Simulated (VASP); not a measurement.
## GaN: single point with SVWN5

The system is GaN.

```
Ga N
1.0
     0.00000    2.25350    2.25350
     2.25350    0.00000    2.25350
     2.25350    2.25350    0.00000
Ga N
1 1
Direct
  0.00000 0.00000 0.00000
  0.25000 0.25000 0.25000
```

- Program: VASP 6.6.1
- Task: single point
- Functional: SVWN5
- Potentials or basis: VASP PAW PBE potentials, release 64 (Ga_d, N)
- Cutoff: 520 eV
- k mesh: 10 × 10 × 10
- Occupations: fermi-dirac, width 0.05 eV
- Spin: no spin polarisation

The pressure is -6.4 GPa and the band gap on the k mesh is 1.73 eV, direct.

Levels at points of the mesh, in eV from the valence-band top:
```tsv
k point	band 5	band 6	band 7	band 8	band 9	band 10	band 11	band 12	band 13	band 14
(0.00, 0.00, 0.00)	-13.15	-13.15	0.00	0.00	0.00	1.73	10.12	10.12	10.12	17.30
(0.50, 0.00, 0.00)	-13.10	-11.80	-7.13	-0.98	-0.98	4.53	8.59	10.22	10.22	15.39
(0.50, 0.50, 0.00)	-13.07	-11.34	-6.21	-2.74	-2.74	3.26	6.48	11.50	13.76	13.76
```

Run time: 26 s on 1 thread of Intel Xeon 6975P-C (shared host), peak memory 0.13 GiB.

Caveat: the PAW data sets were made with another functional, which shifts forces and pressure a little.
